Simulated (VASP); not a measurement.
Crystal: MgB.

```
Mg B
1.0
     2.89515    0.00000    0.00000
     0.00000    2.89515    0.00000
     0.00000    0.00000    2.89515
Mg B
1 1
Direct
  0.00000 0.00000 0.00000
  0.50000 0.50000 0.50000
```

Base run:

```yaml
Program: VASP 6.6.1
Functional: r2SCAN
Potentials_or_basis: VASP PAW PBE potentials, release 64 (Mg, B)
Cutoff: 520 eV
k_mesh: 9 × 9 × 9
Occupations: fermi-dirac, width 0.05 eV
Spin: no spin polarisation
```

Its results: pressure -1.3 GPa.

After a change of settings the same cell gave: pressure 2.4 GPa. Which change was it?
A. functional from r2SCAN to RPBE
B. functional from r2SCAN to PBE; further incar settings from ALGO = Normal; EDIFF = 1e-06; NBANDS = 10 to ALGO = Normal; EDIFF = 1e-08; NBANDS = 10
C. functional from r2SCAN to PBEsol-based screened hybrid; k mesh from 9 × 9 × 9 to 5 × 5 × 5
D. functional from r2SCAN to PBE-based global hybrid; k mesh from 9 × 9 × 9 to 5 × 5 × 5

A.

Caveats: the PAW data sets were made with another functional, which shifts forces and pressure a little.
